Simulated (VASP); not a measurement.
# InAg in VASP: notebook

Runs on InAg. Level: LDA. Tasks: single point.

Everything below comes from runs of VASP 6.6.1. Logs are shortened: lines on timing, memory, paths and dates and some standing lists are left out, and cuts for length are marked.

### 1 The cell of the first run

The structure is cubic, space group Pm-3m (No. 221). Conventional cell: a = 3.465 Å, b = 3.465 Å, c = 3.465 Å, α = 90.00°, β = 90.00°, γ = 90.00°. In (site symmetry m-3m) has 8 Ag at 3.00 Å and 6 In at 3.46 Å within 4.0 Å. Ag (site symmetry m-3m) has 8 In at 3.00 Å and 6 Ag at 3.46 Å within 4.0 Å.

### 2 Single point, LDA

INCAR

```
ALGO = Normal ; EDIFF = 1E-6
ENCUT = 520 ; ISIF = 2
ISMEAR = -1 ; LASPH = T
LCHARG = F ; LREAL = F
LWAVE = F ; NBANDS = 19
NELM = 60 ; PREC = Accurate
SIGMA = 0.15
```

KPOINTS

```
k-points
0
Gamma
  5 5 5
```

POSCAR

```
InAg
1.0
    3.4647890000      0.0000000000      0.0000000000
    0.0000000000      3.4647890000      0.0000000000
    0.0000000000      0.0000000000      3.4647890000
In Ag
1 1
Direct
    0.5000000000      0.5000000000      0.5000000000
    0.0000000000      0.0000000000      0.0000000000
```

Potentials or basis: VASP PAW LDA potentials, release 64 (In_d, Ag).

Run with:

```sh
cat potpaw_LDA.64/In_d/POTCAR potpaw_LDA.64/Ag/POTCAR > POTCAR
mpirun -np 1 vasp_std > vasp.out
```

OUTCAR:

```text
EDIFF = 1E-6
   ENCUT = 520
   ISIF = 2
   ISMEAR = -1
   LASPH = T
   LREAL = F
   NELM = 60
   PREC = Accurate

 ion  position               nearest neighbor table
   1  0.500  0.500  0.500-   2 3.00   2 3.00   2 3.00   2 3.00   2 3.00   2 3.00   2 3.00   2 3.00

   2  0.000  0.000  0.000-   1 3.00   1 3.00   1 3.00   1 3.00   1 3.00   1 3.00   1 3.00   1 3.00

  LATTYP: Found a simple cubic cell.
 ALAT       =     3.4647890000

  Lattice vectors:

 A1 = (   3.4647890000,   0.0000000000,   0.0000000000)
 A2 = (   0.0000000000,   3.4647890000,   0.0000000000)
 A3 = (   0.0000000000,   0.0000000000,   3.4647890000)

Analysis of symmetry for initial positions (statically):
=====================================================================
 Subroutine PRICEL returns:
 Original cell was already a primitive cell.

 Routine SETGRP: Setting up the symmetry group for a
 simple cubic supercell.

 Subroutine GETGRP returns: Found 48 space group operations
 (whereof 48 operations were pure point group operations)
 out of a pool of 48 trial point group operations.

The static configuration has the point symmetry O_h .

Analysis of symmetry for dynamics (positions and initial velocities):
=====================================================================
 Subroutine PRICEL returns:
 Original cell was already a primitive cell.

 Routine SETGRP: Setting up the symmetry group for a
 simple cubic supercell.

 Subroutine GETGRP returns: Found 48 space group operations
 (whereof 48 operations were pure point group operations)
 out of a pool of 48 trial point group operations.

The dynamic configuration has the point symmetry O_h .

 Subroutine INISYM returns: Found 48 space group operations
 (whereof 48 operations are pure point group operations),
 and found     1 'primitive' translations

----------------------------------------------------------------------------------------

                                     Primitive cell

  volume of cell :      41.5940

  direct lattice vectors                    reciprocal lattice vectors
     3.464789000  0.000000000  0.000000000     0.288617864  0.000000000  0.000000000
     0.000000000  3.464789000  0.000000000     0.000000000  0.288617864  0.000000000
     0.000000000  0.000000000  3.464789000     0.000000000  0.000000000  0.288617864

  length of vectors
     3.464789000  3.464789000  3.464789000     0.288617864  0.288617864  0.288617864

  position of ions in fractional coordinates (direct lattice)
     0.500000000  0.500000000  0.500000000
     0.000000000  0.000000000  0.000000000

  ion indices of the primitive-cell ions
   primitive index   ion index
                 1           1
                 2           2

----------------------------------------------------------------------------------------

 KPOINTS: k-points

Automatic generation of k-mesh.
 Grid dimensions read from file:
 generate k-points for:    5    5    5

 Generating k-lattice:

  Cartesian coordinates                     Fractional coordinates (reciprocal lattice)
     0.057723573  0.000000000  0.000000000     0.200000000  0.000000000  0.000000000
     0.000000000  0.057723573  0.000000000     0.000000000  0.200000000  0.000000000
     0.000000000  0.000000000  0.057723573     0.000000000  0.000000000  0.200000000

  Length of vectors
     0.057723573  0.057723573  0.057723573

  Shift w.r.t. Gamma in fractional coordinates (k-lattice)
     0.000000000  0.000000000  0.000000000

 Subroutine IBZKPT returns following result:
 ===========================================

 Found     10 irreducible k-points:

 Following reciprocal coordinates:
            Coordinates               Weight
  0.000000  0.000000  0.000000      1.000000
  0.200000  0.000000  0.000000      6.000000
  0.400000  0.000000  0.000000      6.000000
  0.200000  0.200000  0.000000     12.000000
  0.400000  0.200000  0.000000     24.000000
  0.400000  0.400000  0.000000     12.000000
  0.200000  0.200000  0.200000      8.000000
  0.400000  0.200000  0.200000     24.000000
  0.400000  0.400000  0.200000     24.000000
  0.400000  0.400000  0.400000      8.000000
   k-points           NKPTS =     10   k-points in BZ     NKDIM =     10   number of bands    NBANDS=     19
   number of dos      NEDOS =    301   number of ions     NIONS =      2
   total plane-waves  NPLWV =  21952
   dimension x,y,z NGX =    28 NGY =   28 NGZ =   28
   dimension x,y,z NGXF=    56 NGYF=   56 NGZF=   56
   ions per type =               1   1
   NGX,Y,Z   is equivalent  to a cutoff of  13.43, 13.43, 13.43 a.u.
   NGXF,Y,Z  is equivalent  to a cutoff of  26.87, 26.87, 26.87 a.u.
 SYSTEM =  unknown system
   PREC   = accura    normal or accurate (medium, high low for compatibility)
   ISTART =      0    job   : 0-new  1-cont  2-samecut
   ICHARG =      2    charge: 1-file 2-atom 10-const
   ISPIN  =      1    spin polarized calculation?
   LNONCOLLINEAR =      F non collinear calculations
   LSORBIT =      F    spin-orbit coupling
   LASPH  =      T    aspherical Exc in radial PAW
   ENCUT  =  520.0 eV  38.22 Ry    6.18 a.u.   6.44  6.44  6.44*2*pi/ulx,y,z
   NELM   =     60;   NELMIN=  2; NELMDL= -5     # of ELM steps
   EDIFF  = 0.1E-05   stopping-criterion for ELM
   LREAL  =      F    real-space projection
   EDIFFG = 0.1E-04   stopping-criterion for IOM
   NSW    =      0    number of steps for IOM
   IBRION =     -1    ionic relax: 0-MD 1-quasi-New 2-CG
   NFREE  =      0    steps in history (QN), initial steepest desc. (CG)
   ISIF   =      2    stress and relaxation
   ISYM   =      2    0-nonsym 1-usesym 2-fastsym
   POTIM  = 0.5000    time-step for ionic-motion
   TEBEG  =    0.0;   TEEND  =   0.0 temperature during run
   PSTRESS=    0.0 pullay stress
   NELECT =      24.0000    total number of electrons
   NUPDOWN=      -1.0000    fix difference up-down
   EMIN   =  10.00;   EMAX   =-10.00  energy-range for DOS
   EFERMI =   0.00;   METHOD = LEGACY
   ISMEAR =    -1;   SIGMA  =   0.15  broadening in eV -4-tet -1-fermi 0-gaus
   EFERMI_NEDOS =   21; number of points for ismear=-14 and -15
   IALGO  =     38    algorithm
   IMIX   =      4    mixing-type and parameters
     AMIX     =   0.40;   BMIX     =  1.00
     AMIX_MAG =   1.60;   BMIX_MAG =  1.00
  volume/ion in A,a.u.               =      20.80       140.34
  Fermi-wavevector in a.u.,A,eV,Ry     =   1.362914  2.575534 25.273292  1.857535
  Thomas-Fermi vector in A             =   2.489362
   LORBIT       =      0    0 simple, 1 ext, 2 COOP (PROOUT), +10 PAW based schemes
   GGA     = CA    functional components
   LHFCALC =     F    Hartree Fock is set to
   AEXX    =    0.0000 exact exchange contribution
   IVDW    =     0    specifies the selected vdW correction
   LEPSILON=     F    determine dielectric tensor
   LRPA    =     F    only Hartree local field effects (RPA)
 non-spin polarized calculation
  energy-cutoff  :      520.00
  volume of cell :       41.59
 maximum number of plane-waves:      1141
 NGX is ok and might be reduce to    28
   NGX = 13   NGY = 13   NGZ = 13

 number of electron      24.0000007 magnetization

 Free energy of the ion-electron system (eV)
  ---------------------------------------------------
  ext. energy  EPLUGINS =         0.00000000
  ---------------------------------------------------
  free energy    TOTEN  =        -6.92956494 eV

  energy without entropy =       -6.87794664  energy(sigma->0) =       -6.90375579

 E-fermi :   8.1451     XC(G=0): -11.5772

 val. band max:        7.8756281716   @ k =   0.4000   0.4000   0.2000
 cond. band min:       8.3083972897   @ k =   0.2000   0.0000   0.0000
 fundamental gap:      0.4327691182
 Fermi energy:         8.1451295995

 k-point     1 :       0.0000    0.0000    0.0000
  band No.  band energies     occupation
      1      -6.4527      2.00000
      2      -6.4527      2.00000
      3      -6.2013      2.00000
      4      -6.2013      2.00000
      5      -6.2013      2.00000
      6      -1.2218      2.00000
[... 11 lines left out ...]
     18      23.3086      0.00000
     19      23.3086      0.00000

 k-point     2 :       0.2000    0.0000    0.0000
  band No.  band energies     occupation
      1      -6.4416      2.00000
      2      -6.3738      2.00000
      3      -6.2261      2.00000
      4      -6.2261      2.00000
      5      -6.1946      2.00000
      6      -0.6758      2.00000
[... 11 lines left out ...]
     18      21.6090      0.00000
     19      21.6170      0.00000

 k-point     3 :       0.4000    0.0000    0.0000
  band No.  band energies     occupation
      1      -6.4237      2.00000
      2      -6.2660      2.00000
      3      -6.2660      2.00000
      4      -6.2470      2.00000
      5      -6.1837      2.00000
      6       0.8846      2.00000
[... 11 lines left out ...]
     18      17.9948      0.00000
     19      18.3737      0.00000

 k-point     4 :       0.2000    0.2000    0.0000
  band No.  band energies     occupation
      1      -6.4012      2.00000
      2      -6.3254      2.00000
      3      -6.2618      2.00000
      4      -6.2305      2.00000
      5      -6.2166      2.00000
      6      -0.1561      2.00000
[... 11 lines left out ...]
     18      20.1808      0.00000
     19      21.1041      0.00000

 k-point     5 :       0.4000    0.2000    0.0000
  band No.  band energies     occupation
      1      -6.3773      2.00000
      2      -6.3180      2.00000
      3      -6.2702      2.00000
      4      -6.2190      2.00000
      5      -6.2059      2.00000
      6       1.1996      2.00000
[... 11 lines left out ...]
     18      19.0029      0.00000
     19      21.0754      0.00000

 k-point     6 :       0.4000    0.4000    0.0000
  band No.  band energies     occupation
      1      -6.3992      2.00000
      2      -6.3365      2.00000
      3      -6.2786      2.00000
      4      -6.2734      2.00000
      5      -6.1047      2.00000
      6       1.5774      2.00000
[... 11 lines left out ...]
     18      18.8423      0.00000
     19      22.2375      0.00000

 k-point     7 :       0.2000    0.2000    0.2000
  band No.  band energies     occupation
      1      -6.3192      2.00000
      2      -6.3192      2.00000
      3      -6.2594      2.00000
      4      -6.2582      2.00000
      5      -6.2582      2.00000
      6       0.3158      2.00000
[... 11 lines left out ...]
     18      20.2916      0.00000
     19      20.5534      0.00000

 k-point     8 :       0.4000    0.2000    0.2000
  band No.  band energies     occupation
      1      -6.3261      2.00000
      2      -6.3099      2.00000
      3      -6.3020      2.00000
      4      -6.2547      2.00000
      5      -6.1857      2.00000
      6       1.4453      2.00000
[... 11 lines left out ...]
     18      20.4553      0.00000
     19      21.5027      0.00000

 k-point     9 :       0.4000    0.4000    0.2000
  band No.  band energies     occupation
      1      -6.3872      2.00000
      2      -6.3105      2.00000
      3      -6.3094      2.00000
      4      -6.2463      2.00000
      5      -6.1025      2.00000
      6       1.8025      2.00000
[... 11 lines left out ...]
     18      18.2088      0.00000
     19      23.6158      0.00000

 k-point    10 :       0.4000    0.4000    0.4000
  band No.  band energies     occupation
      1      -6.3733      2.00000
      2      -6.3614      2.00000
      3      -6.3614      2.00000
      4      -6.0990      2.00000
      5      -6.0990      2.00000
      6       2.2259      2.00000
[... 11 lines left out ...]
     18      15.0186      0.00000
     19      27.9089      0.00000

------------------------ aborting loop because EDIFF is reached ----------------------------------------

  FORCE on cell =-STRESS in cart. coord.  units (eV):
  Direction    XX          YY          ZZ          XY          YZ          ZX
  --------------------------------------------------------------------------------------
  -------------------------------------------------------------------------------------
  Total       -1.1692953     -1.1692953     -1.1692953      0.0000000      0.0000000     -0.0000000
  in kB      -45.0406257    -45.0406257    -45.0406257      0.0000000      0.0000000     -0.0000000
  external PRESSURE =     -45.0406257 kB  Pullay stress =       0.0000000 kB

 VOLUME and BASIS-vectors are now :
 -----------------------------------------------------------------------------
  energy-cutoff  :      520.00
  volume of cell :       41.59
      direct lattice vectors                 reciprocal lattice vectors
     3.464789000  0.000000000  0.000000000     0.288617864  0.000000000  0.000000000
     0.000000000  3.464789000  0.000000000     0.000000000  0.288617864  0.000000000
     0.000000000  0.000000000  3.464789000     0.000000000  0.000000000  0.288617864

 POSITION                                       TOTAL-FORCE (eV/Angst)
 -----------------------------------------------------------------------------------
      1.73239      1.73239      1.73239         0.000000      0.000000      0.000000
      0.00000      0.00000      0.00000         0.000000      0.000000      0.000000
 -----------------------------------------------------------------------------------
    total drift:                                0.000000      0.000000      0.000000

  FREE ENERGIE OF THE ION-ELECTRON SYSTEM (eV)
  ---------------------------------------------------
  free  energy   TOTEN  =        -6.9295649423 eV

  energy  without entropy=       -6.8779466369  energy(sigma->0) =       -6.90375579
```

It took 8.2 s on 1 thread of Intel Xeon Platinum 8259CL at 2.50GHz (Skylake/Cascade Lake), shared host; peak memory 0.14 GiB.

Results:

```
Free energy            : -6.9296 eV
Pressure               : -4.5 GPa
Band gap on the k mesh : zero (band 12 reaches 11.40 eV, above the bottom of band 13 at 7.74 eV)
```

Caveat: the k points lie up to 0.36 Å⁻¹ apart; spin-orbit coupling is left out, which moves the levels of the heavy elements.

### 3 Single point, LDA

INCAR

```
SYSTEM = InAg
PREC = Accurate ; ENCUT = 520
EDIFF = 1E-6 ; ISMEAR = -1
SIGMA = 0.15 ; LREAL = .False.
LASPH = .True. ; NELM = 100
ALGO = Normal ; ISIF = 2
LWAVE = .False. ; LCHARG = .False.
GGA = CA ; NBANDS = 19
```

KPOINTS

```
Automatic mesh
0
Gamma
  5 5 5
  0 0 0
```

POSCAR, as its differences from that of step 2:

```diff
@@ -9,2 +9,2 @@
     0.5000000000      0.5000000000      0.5000000000
-    0.0000000000      0.0000000000      0.0000000000
+    0.0000000000      0.0050000000      0.0000000000
```

Potentials or basis: VASP PAW LDA potentials, release 64 (In_d, Ag).

Run with:

```sh
cat potpaw_LDA.64/In_d/POTCAR potpaw_LDA.64/Ag/POTCAR > POTCAR
mpirun -np 1 vasp_std > vasp.out
```

Run time: 11 s. Hardware: 1 thread of Intel Xeon Platinum 8259CL at 2.50GHz (Skylake/Cascade Lake), shared host; peak memory 0.15 GiB.

Results (log left out):

| Quantity | Value |
| --- | --- |
| Free energy | -6.9294 eV |
| Pressure | -4.5 GPa |
| Largest force | 0.025 eV/Å |
| Band gap on the k mesh | zero (band 12 reaches 11.40 eV, above the bottom of band 13 at 7.74 eV) |

Forces on the atoms (eV/Å):
```
In   0.000  0.025  0.000
Ag   0.000 -0.025  0.000
```

Levels at points of the mesh, in eV from the Fermi level:
```csv
k point,band 9,band 10,band 11,band 12,band 13,band 14,band 15,band 16
"(0.00, 0.00, 0.00)",-4.43,-4.43,-4.43,3.25,3.25,3.26,6.14,8.59
```

Caveat: the k points lie up to 0.36 Å⁻¹ apart; spin-orbit coupling is left out, which moves the levels of the heavy elements.

(Continued in part 2 of 2.)
